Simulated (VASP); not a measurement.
# GaSb (zincblende type) (F-43m) in VASP: further runs

Aim: see how the results for GaSb (zincblende type) move with the level of theory and the settings. Levels: PBE, LDA, PBEsol. Tasks: single point.

All numbers are computed with VASP 6.6.1; they aren't measurements. Logs are shortened: lines on timing, memory, paths and dates and some standing lists are left out, and cuts for length are marked.

## (1) The cell of the first run

It takes space group F-43m (No. 216, cubic). Conventional cell: a = 6.216 Å, b = 6.216 Å, c = 6.216 Å, α = 90.00°, β = 90.00°, γ = 90.00°. Within 3.5 Å of Ga (site symmetry -43m) lie 4 Sb at 2.69 Å. Within 3.5 Å of Sb (site symmetry -43m) lie 4 Ga at 2.69 Å.

## (2) Single point, PBE

The input, INCAR:

```
  PREC = Accurate
  ENCUT = 520
  EDIFF = 1E-7
  ISMEAR = -1
  SIGMA = 0.08
  LREAL = F
  LASPH = T
  NELM = 100
  ALGO = Normal
  ISIF = 2
  LWAVE = F
  LCHARG = F
  GGA = PE
  NBANDS = 16
```

The input, KPOINTS:

```
Automatic mesh
0
Gamma
  9 9 9
```

The input, POSCAR:

```
GaSb
1.0
    0.0000000000      3.1080583506      3.1080583506
    3.1080583506      0.0000000000      3.1080583506
    3.1080583506      3.1080583506      0.0000000000
Ga Sb
1 1
Direct
    0.0000000000      0.0000000000      0.0000000000
    0.2500000000      0.2500000000      0.2500000000
```

Potentials or basis: VASP PAW PBE potentials, release 64 (Ga_d, Sb).

Command:

```sh
$ cat potpaw_PBE.64/Ga_d/POTCAR potpaw_PBE.64/Sb/POTCAR > POTCAR
$ mpirun -np 1 vasp_std > vasp.out
```

OUTCAR:

```text
PREC = Accurate
   ENCUT = 520
   EDIFF = 1E-7
   ISMEAR = -1
   LREAL = F
   LASPH = T
   NELM = 100
   ISIF = 2
   GGA = PE

 ion  position               nearest neighbor table
   1  0.000  0.000  0.000-   2 2.69   2 2.69   2 2.69   2 2.69
   2  0.250  0.250  0.250-   1 2.69   1 2.69   1 2.69   1 2.69

  LATTYP: Found a face centered cubic cell.
 ALAT       =     6.2161167012

  Lattice vectors:

 A1 = (   0.0000000000,   3.1080583506,   3.1080583506)
 A2 = (   3.1080583506,   0.0000000000,   3.1080583506)
 A3 = (   3.1080583506,   3.1080583506,   0.0000000000)

Analysis of symmetry for initial positions (statically):
=====================================================================
 Subroutine PRICEL returns:
 Original cell was already a primitive cell.

 Routine SETGRP: Setting up the symmetry group for a
 face centered cubic supercell.

 Subroutine GETGRP returns: Found 24 space group operations
 (whereof 24 operations were pure point group operations)
 out of a pool of 48 trial point group operations.

The static configuration has the point symmetry T_d .

Analysis of symmetry for dynamics (positions and initial velocities):
=====================================================================
 Subroutine PRICEL returns:
 Original cell was already a primitive cell.

 Routine SETGRP: Setting up the symmetry group for a
 face centered cubic supercell.

 Subroutine GETGRP returns: Found 24 space group operations
 (whereof 24 operations were pure point group operations)
 out of a pool of 48 trial point group operations.

The dynamic configuration has the point symmetry T_d .

 Subroutine INISYM returns: Found 24 space group operations
 (whereof 24 operations are pure point group operations),
 and found     1 'primitive' translations

----------------------------------------------------------------------------------------

                                     Primitive cell

  volume of cell :      60.0479

  direct lattice vectors                    reciprocal lattice vectors
     0.000000000  3.108058351  3.108058351    -0.160872141  0.160872141  0.160872141
     3.108058351  0.000000000  3.108058351     0.160872141 -0.160872141  0.160872141
     3.108058351  3.108058351  0.000000000     0.160872141  0.160872141 -0.160872141

  length of vectors
     4.395458272  4.395458272  4.395458272     0.278638721  0.278638721  0.278638721

  position of ions in fractional coordinates (direct lattice)
     0.000000000  0.000000000  0.000000000
     0.250000000  0.250000000  0.250000000

  ion indices of the primitive-cell ions
   primitive index   ion index
                 1           1
                 2           2

----------------------------------------------------------------------------------------

 KPOINTS: Automatic mesh

Automatic generation of k-mesh.
 Grid dimensions read from file:
 generate k-points for:    9    9    9

 Generating k-lattice:

  Cartesian coordinates                     Fractional coordinates (reciprocal lattice)
    -0.017874682  0.017874682  0.017874682     0.111111111  0.000000000  0.000000000
     0.017874682 -0.017874682  0.017874682     0.000000000  0.111111111  0.000000000
     0.017874682  0.017874682 -0.017874682     0.000000000  0.000000000  0.111111111

  Length of vectors
     0.030959858  0.030959858  0.030959858

  Shift w.r.t. Gamma in fractional coordinates (k-lattice)
     0.000000000  0.000000000  0.000000000

 Subroutine IBZKPT returns following result:
 ===========================================

 Found     35 irreducible k-points:

 Following reciprocal coordinates:
            Coordinates               Weight
  0.000000  0.000000  0.000000      1.000000
  0.111111  0.000000  0.000000      8.000000
  0.222222  0.000000  0.000000      8.000000
  0.333333  0.000000  0.000000      8.000000
  0.444444  0.000000  0.000000      8.000000
  0.111111  0.111111  0.000000      6.000000
[... 16 lines left out ...]
 -0.333333  0.333333  0.000000     12.000000
  0.444444  0.444444  0.000000      6.000000
 [... further k-points ...]
   k-points           NKPTS =     35   k-points in BZ     NKDIM =     35   number of bands    NBANDS=     16
   number of dos      NEDOS =    301   number of ions     NIONS =      2
   total plane-waves  NPLWV =  46656
   dimension x,y,z NGX =    36 NGY =   36 NGZ =   36
   dimension x,y,z NGXF=    72 NGYF=   72 NGZF=   72
   ions per type =               1   1
   NGX,Y,Z   is equivalent  to a cutoff of  13.62, 13.62, 13.62 a.u.
   NGXF,Y,Z  is equivalent  to a cutoff of  27.23, 27.23, 27.23 a.u.
 SYSTEM =  unknown system
   PREC   = accura    normal or accurate (medium, high low for compatibility)
   ISTART =      0    job   : 0-new  1-cont  2-samecut
   ICHARG =      2    charge: 1-file 2-atom 10-const
   ISPIN  =      1    spin polarized calculation?
   LNONCOLLINEAR =      F non collinear calculations
   LSORBIT =      F    spin-orbit coupling
   LASPH  =      T    aspherical Exc in radial PAW
   ENCUT  =  520.0 eV  38.22 Ry    6.18 a.u.   8.17  8.17  8.17*2*pi/ulx,y,z
   NELM   =    100;   NELMIN=  2; NELMDL= -5     # of ELM steps
   EDIFF  = 0.1E-06   stopping-criterion for ELM
   LREAL  =      F    real-space projection
   EDIFFG = 0.1E-05   stopping-criterion for IOM
   NSW    =      0    number of steps for IOM
   IBRION =     -1    ionic relax: 0-MD 1-quasi-New 2-CG
   NFREE  =      0    steps in history (QN), initial steepest desc. (CG)
   ISIF   =      2    stress and relaxation
   ISYM   =      2    0-nonsym 1-usesym 2-fastsym
   POTIM  = 0.5000    time-step for ionic-motion
   TEBEG  =    0.0;   TEEND  =   0.0 temperature during run
   PSTRESS=    0.0 pullay stress
   NELECT =      18.0000    total number of electrons
   NUPDOWN=      -1.0000    fix difference up-down
   EMIN   =  10.00;   EMAX   =-10.00  energy-range for DOS
   EFERMI =   0.00;   METHOD = LEGACY
   ISMEAR =    -1;   SIGMA  =   0.08  broadening in eV -4-tet -1-fermi 0-gaus
   EFERMI_NEDOS =   21; number of points for ismear=-14 and -15
   IALGO  =     38    algorithm
   IMIX   =      4    mixing-type and parameters
     AMIX     =   0.40;   BMIX     =  1.00
     AMIX_MAG =   1.60;   BMIX_MAG =  1.00
  volume/ion in A,a.u.               =      30.02       202.61
  Fermi-wavevector in a.u.,A,eV,Ry     =   1.095637  2.070453 16.332698  1.200419
  Thomas-Fermi vector in A             =   2.231964
   LORBIT       =      0    0 simple, 1 ext, 2 COOP (PROOUT), +10 PAW based schemes
   GGA     = PE    functional components
   LHFCALC =     F    Hartree Fock is set to
   AEXX    =    0.0000 exact exchange contribution
   IVDW    =     0    specifies the selected vdW correction
   LEPSILON=     F    determine dielectric tensor
   LRPA    =     F    only Hartree local field effects (RPA)
 non-spin polarized calculation
  energy-cutoff  :      520.00
  volume of cell :       60.05
 maximum number of plane-waves:      1639
 NGX is ok and might be reduce to    36
   NGX = 17   NGY = 17   NGZ = 17

 number of electron      17.9999991 magnetization

 Free energy of the ion-electron system (eV)
  ---------------------------------------------------
  ext. energy  EPLUGINS =         0.00000000
  ---------------------------------------------------
  free energy    TOTEN  =        -7.37049734 eV

  energy without entropy =       -7.36895263  energy(sigma->0) =       -7.36972498

 E-fermi :   4.4864     XC(G=0):  -8.8820

 val. band max:        4.3944033796   @ k =   0.0000   0.0000   0.0000
 cond. band min:       4.7238447257   @ k =   0.4444   0.0000   0.0000
 fundamental gap:      0.3294413461
 Fermi energy:         4.4864452047

 k-point     1 :       0.0000    0.0000    0.0000
  band No.  band energies     occupation
      1     -10.5520      2.00000
      2     -10.5520      2.00000
      3     -10.5520      2.00000
      4     -10.5092      2.00000
      5     -10.5092      2.00000
      6      -6.7602      2.00000
[... 8 lines left out ...]
     15      12.8955      0.00000
     16      12.8955      0.00000

 k-point     2 :       0.1111    0.0000    0.0000
  band No.  band energies     occupation
      1     -10.5546      2.00000
      2     -10.5507      2.00000
      3     -10.5507      2.00000
      4     -10.5093      2.00000
      5     -10.5093      2.00000
      6      -6.6409      2.00000
[... 8 lines left out ...]
     15      12.2348      0.00000
     16      12.2348      0.00000

 k-point     3 :       0.2222    0.0000    0.0000
  band No.  band energies     occupation
      1     -10.5614      2.00000
      2     -10.5478      2.00000
      3     -10.5478      2.00000
      4     -10.5095      2.00000
      5     -10.5095      2.00000
      6      -6.2978      2.00000
[... 8 lines left out ...]
     15      11.8914      0.00000
     16      11.8914      0.00000

 k-point     4 :       0.3333    0.0000    0.0000
  band No.  band energies     occupation
      1     -10.5689      2.00000
      2     -10.5449      2.00000
      3     -10.5449      2.00000
      4     -10.5093      2.00000
      5     -10.5093      2.00000
      6      -5.7943      2.00000
[... 8 lines left out ...]
     15      12.4272      0.00000
     16      12.4272      0.00000
[... 324 lines left out ...]
 k-point    22 :      -0.4444    0.3333    0.0000
  band No.  band energies     occupation
      1     -10.5845      2.00000
      2     -10.5358      2.00000
      3     -10.5342      2.00000
      4     -10.5154      2.00000
      5     -10.5073      2.00000
      6      -4.6369      2.00000
[... 8 lines left out ...]
     15      13.6990      0.00000
     16      15.6277      0.00000

 k-point    23 :      -0.3333    0.3333    0.0000
  band No.  band energies     occupation
      1     -10.5814      2.00000
      2     -10.5380      2.00000
      3     -10.5362      2.00000
      4     -10.5130      2.00000
      5     -10.5088      2.00000
      6      -4.7208      2.00000
[... 8 lines left out ...]
     15      12.4237      0.00000
     16      16.1335      0.00000

 k-point    24 :       0.4444    0.4444    0.0000
  band No.  band energies     occupation
      1     -10.5885      2.00000
      2     -10.5320      2.00000
      3     -10.5320      2.00000
      4     -10.5185      2.00000
      5     -10.5056      2.00000
      6      -4.6533      2.00000
[... 8 lines left out ...]
     15      15.2259      0.00000
     16      15.3561      0.00000

 [... further k-points ...]

------------------------ aborting loop because EDIFF is reached ----------------------------------------

  FORCE on cell =-STRESS in cart. coord.  units (eV):
  Direction    XX          YY          ZZ          XY          YZ          ZX
  --------------------------------------------------------------------------------------
  -------------------------------------------------------------------------------------
  Total        0.0114952      0.0114952      0.0114952      0.0000000      0.0000000      0.0000000
  in kB        0.3067108      0.3067108      0.3067108      0.0000000      0.0000000      0.0000000
  external PRESSURE =       0.3067108 kB  Pullay stress =       0.0000000 kB

 VOLUME and BASIS-vectors are now :
 -----------------------------------------------------------------------------
  energy-cutoff  :      520.00
  volume of cell :       60.05
      direct lattice vectors                 reciprocal lattice vectors
     0.000000000  3.108058351  3.108058351    -0.160872141  0.160872141  0.160872141
     3.108058351  0.000000000  3.108058351     0.160872141 -0.160872141  0.160872141
     3.108058351  3.108058351  0.000000000     0.160872141  0.160872141 -0.160872141

 POSITION                                       TOTAL-FORCE (eV/Angst)
 -----------------------------------------------------------------------------------
      0.00000      0.00000      0.00000        -0.000000     -0.000000     -0.000000
      1.55403      1.55403      1.55403         0.000000      0.000000      0.000000
 -----------------------------------------------------------------------------------
    total drift:                                0.000001      0.000001      0.000001

  FREE ENERGIE OF THE ION-ELECTRON SYSTEM (eV)
  ---------------------------------------------------
  free  energy   TOTEN  =        -7.3704973393 eV

  energy  without entropy=       -7.3689526277  energy(sigma->0) =       -7.36972498
```

Run time: 1.7 min. Hardware: 1 thread of AMD EPYC 7R13, shared host; peak memory 0.19 GiB.

What came out:

```
Free energy            : -7.3705 eV
Pressure               : 0.0 GPa
Band gap on the k mesh : zero (filled and empty bands touch)
```

Levels at points of the mesh, in eV from the Fermi level:
```tsv
k point	band 5	band 6	band 7	band 8	band 9	band 10	band 11	band 12	band 13	band 14
(0.00, 0.00, 0.00)	-15.00	-11.25	-0.39	-0.09	-0.09	-0.09	2.70	2.70	2.70	5.67
```

Caveat: spin-orbit coupling is left out, which moves the levels of the heavy elements.

## (3) Single point, LDA

The input, INCAR:

```
PREC = Accurate
ENCUT = 520
EDIFF = 1E-6
ISMEAR = -1
SIGMA = 0.08
LREAL = F
LASPH = T
NELM = 100
ALGO = Normal
ISIF = 2
LWAVE = F
LCHARG = T
LELF = T
LVHAR = T
NBANDS = 16
```

The input, KPOINTS:

```
regular mesh
0
Gamma
  9 9 9
```

POSCAR is that of step 2.

Potentials or basis: VASP PAW LDA potentials, release 64 (Ga_d, Sb).

Command:

```sh
$ cat potpaw_LDA.64/Ga_d/POTCAR potpaw_LDA.64/Sb/POTCAR > POTCAR
$ mpirun -np 1 vasp_std > vasp.out
```

It took 82 s on 1 thread of AMD EPYC 7R13, shared host; peak memory 0.16 GiB.

Results (log left out):

| Property | Result |
| --- | --- |
| Free energy | -8.6167 eV |
| Pressure | -3.6 GPa |
| Band gap on the k mesh | zero (filled and empty bands touch) |

Levels at points of the mesh, in eV from the Fermi level:
```
           k point  band 7  band 8  band 9  band 10  band 11  band 12
(0.00, 0.00, 0.00)   -0.52   -0.06   -0.06    -0.06     2.70     2.70
```

Caveat: spin-orbit coupling is left out, which moves the levels of the heavy elements.

## (4) Single point, PBEsol

The input, INCAR:

```
SYSTEM = GaSb
PREC = Accurate
ENCUT = 520
EDIFF = 1E-7
ISMEAR = -1
SIGMA = 0.08
LREAL = .FALSE.
LASPH = .TRUE.
NELM = 100
ALGO = Normal
ISIF = 2
LWAVE = .FALSE.
LCHARG = .FALSE.
GGA = PS
NBANDS = 16
```

The input, KPOINTS:

```
Automatic mesh
0
G
  9 9 9
  0 0 0
```

POSCAR is that of step 3.

Potentials or basis: VASP PAW PBE potentials, release 64 (Ga_d, Sb).

Command:

```sh
$ cat potpaw_PBE.64/Ga_d/POTCAR potpaw_PBE.64/Sb/POTCAR > POTCAR
$ mpirun -np 1 vasp_std > vasp.out
```

OUTCAR:

```text
SYSTEM = GaSb
   PREC = Accurate
   ENCUT = 520
   EDIFF = 1E-7
   ISMEAR = -1
   LREAL = .FALSE.
   LASPH = .TRUE.
   NELM = 100
   ISIF = 2
   GGA = PS

 ion  position               nearest neighbor table
   1  0.000  0.000  0.000-   2 2.69   2 2.69   2 2.69   2 2.69
   2  0.250  0.250  0.250-   1 2.69   1 2.69   1 2.69   1 2.69

  LATTYP: Found a face centered cubic cell.
 ALAT       =     6.2161167012

  Lattice vectors:

 A1 = (   0.0000000000,   3.1080583506,   3.1080583506)
 A2 = (   3.1080583506,   0.0000000000,   3.1080583506)
 A3 = (   3.1080583506,   3.1080583506,   0.0000000000)

Analysis of symmetry for initial positions (statically):
=====================================================================
 Subroutine PRICEL returns:
 Original cell was already a primitive cell.

 Routine SETGRP: Setting up the symmetry group for a
 face centered cubic supercell.

 Subroutine GETGRP returns: Found 24 space group operations
 (whereof 24 operations were pure point group operations)
 out of a pool of 48 trial point group operations.

The static configuration has the point symmetry T_d .
[... 158 lines left out ...]

  energy without entropy =       -8.12932468  energy(sigma->0) =       -8.13025419

 E-fermi :   4.3327     XC(G=0):  -9.0607

 val. band max:        4.2569469930   @ k =   0.0000   0.0000   0.0000
 cond. band min:       4.5305300420   @ k =   0.4444   0.0000   0.0000
 fundamental gap:      0.2735830490
 Fermi energy:         4.3327298212

 k-point     1 :       0.0000    0.0000    0.0000
  band No.  band energies     occupation
      1     -10.6525      2.00000
      2     -10.6525      2.00000
      3     -10.6525      2.00000
      4     -10.6091      2.00000
      5     -10.6091      2.00000
      6      -6.9245      2.00000
[... 433 lines left out ...]
      3     -10.6323      2.00000
      4     -10.6186      2.00000
      5     -10.6055      2.00000
      6      -4.8123      2.00000
[... 8 lines left out ...]
     15      14.9900      0.00000
     16      15.2347      0.00000

 [... further k-points ...]

------------------------ aborting loop because EDIFF is reached ----------------------------------------

  FORCE on cell =-STRESS in cart. coord.  units (eV):
  Direction    XX          YY          ZZ          XY          YZ          ZX
  --------------------------------------------------------------------------------------
  -------------------------------------------------------------------------------------
  Total       -0.8403942     -0.8403942     -0.8403942      0.0000000      0.0000000     -0.0000000
  in kB      -22.4231240    -22.4231240    -22.4231240      0.0000000      0.0000000     -0.0000000
  external PRESSURE =     -22.4231240 kB  Pullay stress =       0.0000000 kB

 VOLUME and BASIS-vectors are now :
 -----------------------------------------------------------------------------
  energy-cutoff  :      520.00
  volume of cell :       60.05
      direct lattice vectors                 reciprocal lattice vectors
     0.000000000  3.108058351  3.108058351    -0.160872141  0.160872141  0.160872141
     3.108058351  0.000000000  3.108058351     0.160872141 -0.160872141  0.160872141
     3.108058351  3.108058351  0.000000000     0.160872141  0.160872141 -0.160872141

 POSITION                                       TOTAL-FORCE (eV/Angst)
 -----------------------------------------------------------------------------------
      0.00000      0.00000      0.00000         0.000000     -0.000000     -0.000000
      1.55403      1.55403      1.55403        -0.000000      0.000000      0.000000
 -----------------------------------------------------------------------------------
    total drift:                                0.000000      0.000000      0.000000

  FREE ENERGIE OF THE ION-ELECTRON SYSTEM (eV)
  ---------------------------------------------------
  free  energy   TOTEN  =        -8.1311837050 eV

  energy  without entropy=       -8.1293246785  energy(sigma->0) =       -8.13025419
```

Run time: 79 s. Hardware: 1 thread of AMD EPYC 7R13, shared host; peak memory 0.19 GiB.

What came out:

```yaml
Free_energy: -8.1312 eV
Pressure: -2.2 GPa
Band_gap_on_the_k_mesh: zero (filled and empty bands touch)
```

Levels at points of the mesh, in eV from the Fermi level:
```tsv
k point	band 6	band 7	band 8	band 9	band 10	band 11	band 12	band 13
(0.00, 0.00, 0.00)	-11.26	-0.42	-0.08	-0.08	-0.08	2.69	2.69	2.69
```

Caveat: the PAW data sets were made with another functional, which shifts forces and pressure a little; spin-orbit coupling is left out, which moves the levels of the heavy elements.

## (5) Single point, PBE

The input, INCAR:

```
SYSTEM = GaSb
PREC = Accurate
ENCUT = 520
EDIFF = 1E-7
ISMEAR = -1
SIGMA = 0.08
LREAL = .False.
LASPH = .True.
NELM = 60
ALGO = Normal
ISIF = 2
LWAVE = .False.
LCHARG = .False.
GGA = PE
NBANDS = 16
```

The input, KPOINTS:

```
Automatic mesh
0
Gamma
  9 9 9
  0 0 0
```

POSCAR is that of step 4.

Command:

```sh
$ cat potpaw_PBE.64/Ga_d/POTCAR potpaw_PBE.64/Sb/POTCAR > POTCAR
$ mpirun -np 1 vasp_std > vasp.out
```

It took 82 s on 1 thread of AMD EPYC 7R13, shared host; peak memory 0.19 GiB.

The run converged. Its results:

```yaml
Free_energy: -7.3705 eV
Pressure: 0.0 GPa
Band_gap_on_the_k_mesh: zero (filled and empty bands touch)
```

Levels at points of the mesh, in eV from the Fermi level:
```csv
k point,band 5,band 6,band 7,band 8,band 9,band 10,band 11,band 12,band 13,band 14
"(0.00, 0.00, 0.00)",-15.00,-11.25,-0.39,-0.09,-0.09,-0.09,2.70,2.70,2.70,5.67
```

Caveat: spin-orbit coupling is left out, which moves the levels of the heavy elements.

## (6) The runs side by side

```tsv
level	potentials or basis	gap on the mesh (eV)	pressure (GPa)
PBE	VASP PAW PBE potentials, release 64 (Ga_d, Sb)	none	0.0
LDA	VASP PAW LDA potentials, release 64 (Ga_d, Sb)	none	-3.6
PBEsol	VASP PAW PBE potentials, release 64 (Ga_d, Sb)	none	-2.2
```

Alike in all rows: task single point; no spin polarisation; cell as given; k mesh 9 × 9 × 9; cutoff (eV) 520; smearing fermi-dirac 0.08 eV.

Caveats: spin-orbit coupling is left out, which moves the levels of the heavy elements; the PAW data sets were made with another functional, which shifts forces and pressure a little (some runs).

Total energies depend on the potentials used, so only differences within one code and one set of settings carry meaning.
